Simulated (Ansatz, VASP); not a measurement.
**C: VASP beside Ansatz**

The input INCAR:

```
  ALGO = Normal
  EDIFF = 1E-6
  ENCUT = 520
  GGA = CA
  ISIF = 2
  ISMEAR = 0
  LASPH = True
  LCHARG = True
  LELF = True
  LREAL = False
  LVHAR = True
  LWAVE = False
  NBANDS = 36
  NELM = 60
  PREC = Accurate
  SIGMA = 0.05
```

The input KPOINTS:

```
k-points
0
Gamma
  12 12 2
```

File POSCAR:

```
C
1.0
    2.6084000000      0.0000000000      0.0000000000
   -1.3042000000      2.2589406632      0.0000000000
    0.0000000000      0.0000000000     12.9064000000
C
12
Direct
    0.0000000000      0.0000000000      0.1868599868
    0.0000000000      0.0000000000      0.6868599868
    0.0000000000      0.0000000000      0.3131400132
    0.0000000000      0.0000000000      0.8131400132
    0.3333333333      0.6666666667      0.5207718743
    0.6666666667      0.3333333333      0.0207718743
    0.3333333333      0.6666666667      0.9792281257
    0.6666666667      0.3333333333      0.4792281257
    0.3333333333      0.6666666667      0.6450609412
    0.6666666667      0.3333333333      0.1450609412
    0.3333333333      0.6666666667      0.8549390588
    0.6666666667      0.3333333333      0.3549390588
```

Input for Ansatz:

```yaml
crystal:
  lattice:
    - [2.6084, 0.0, 0.0]
    - [-1.3042, 2.2589406632, 0.0]
    - [0.0, 0.0, 12.9064]
  atoms:
    - { symbol: C, position: [0.0, 0.0, 0.1868599868] }
    - { symbol: C, position: [0.0, 0.0, 0.6868599868] }
    - { symbol: C, position: [0.0, 0.0, 0.3131400132] }
    - { symbol: C, position: [0.0, 0.0, 0.8131400132] }
    - { symbol: C, position: [0.3333333333, 0.6666666667, 0.5207718743] }
    - { symbol: C, position: [0.6666666667, 0.3333333333, 0.0207718743] }
    - { symbol: C, position: [0.3333333333, 0.6666666667, 0.9792281257] }
    - { symbol: C, position: [0.6666666667, 0.3333333333, 0.4792281257] }
    - { symbol: C, position: [0.3333333333, 0.6666666667, 0.6450609412] }
    - { symbol: C, position: [0.6666666667, 0.3333333333, 0.1450609412] }
    - { symbol: C, position: [0.3333333333, 0.6666666667, 0.8549390588] }
    - { symbol: C, position: [0.6666666667, 0.3333333333, 0.3549390588] }
basis:
  ecutwfc: 520.0
kpoints:
  mp_grid: { grid: [12, 12, 2] }
hamiltonian:
  xc: lda
  pseudopotentials: { kind: paw, azcp: { folder: soft_1 } }
scf:
  occupations: { method: gaussian, width: 0.05 }
output:
  forces: true
  stress: true
  eigenvalues: true
```

Alike in both runs: task single point; functional LDA; k mesh 12 × 12 × 2; occupations gaussian, width 0.05 eV; no spin polarisation.

|  | VASP | Ansatz |
| --- | --- | --- |
| version | VASP 6.6.1 | Ansatz 0.2.0 |
| potentials or method | VASP PAW LDA potentials, release 64 (C), cutoff 520 eV | scalar-relativistic, plane waves, PAW |
| valence electrons in the cell | 48 | 48 |

Ansatz gave:

| Item | Value |
| --- | --- |
| gap on the k mesh at the Fermi level (eV) | 4.12 |
| least direct gap on the mesh (eV) | 5.09 |
| rms of the force components (eV/Å) | 0.043 |

Q: What did VASP give for the same quantities?

A: gap on the k mesh at the Fermi level (eV): 4.12; least direct gap on the mesh (eV): 5.09; rms of the force components (eV/Å): 0.041.

Ansatz warns that its potentials were made for another functional, while VASP's fit it. LDA's correlation is that of Perdew and Zunger in VASP and of Perdew and Wang (1992) in Ansatz. Atom by atom the forces differ by 0.002 eV/Å (rms over components).
